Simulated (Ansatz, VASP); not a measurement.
# One calculation of B, two programs

INCAR

```
SYSTEM = B
PREC     = Accurate       ! precision mode
ENCUT    = 500            ! plane-wave cutoff, eV
EDIFF    = 1E-6           ! SCF threshold, eV
ISMEAR   = 1              ! smearing method
SIGMA    = 0.1            ! smearing width, eV
LREAL    = .FALSE.        ! projectors in reciprocal space
LASPH    = .TRUE.         ! aspherical terms in the spheres
NELM     = 120            ! most SCF steps
ALGO     = Normal         ! electronic algorithm
ISIF     = 2              ! what is computed and relaxed
LWAVE    = .FALSE.        ! write WAVECAR
LCHARG   = .FALSE.        ! write CHGCAR
GGA      = PS             ! functional
NBANDS   = 8              ! bands
GGA_COMPAT= .FALSE.
```

KPOINTS

```
Automatic mesh
0
G
  23 23 10
  0 0 0
```

The input POSCAR:

```
B
1.0
    1.7024300000      0.0000000000      0.0000000000
   -0.8512200000      1.4743500000      0.0000000000
    0.0000000000      0.0000000000      3.6596561333
B
1
Direct
    0.0000000000      0.0000000000      0.0000000000
```

Input for Ansatz:

```yaml
crystal:
  lattice:
    - [1.70243, 0.0, 0.0]
    - [-0.85122, 1.47435, 0.0]
    - [0.0, 0.0, 3.659656133333333]
  atoms:
    - { symbol: B, position: [0.0, 0.0, 0.0] }
basis:
  ecutwfc: 550.0
kpoints:
  mp_grid:
    grid: [23, 23, 10]
hamiltonian:
  xc: pbesol
scf:
  occupations:
    method: cold
output:
  stress: true
```

Alike in both runs: task single point; functional PBEsol; k mesh 23 × 23 × 10; no spin polarisation.

|  | VASP | Ansatz |
| --- | --- | --- |
| version | VASP 6.6.1 | Ansatz 0.2.0 |
| potentials or method | VASP PAW PBE potentials, release 64 (B), cutoff 500 eV | plane waves, PAW |
| occupations | methfessel-paxton of order 1, width 0.1 eV | cold |
| valence electrons in the cell | 3 | 3 |

```tsv
	VASP	Ansatz	Ansatz less VASP
pressure (GPa)	1.3	1.1	-0.25
traceless stress, the component that is largest in VASP (GPa)	-2.33	-1.99	+0.333
```

VASP's potentials were made for PBE, not for PBEsol. Ansatz's warnings: structure snapped to symmetry.
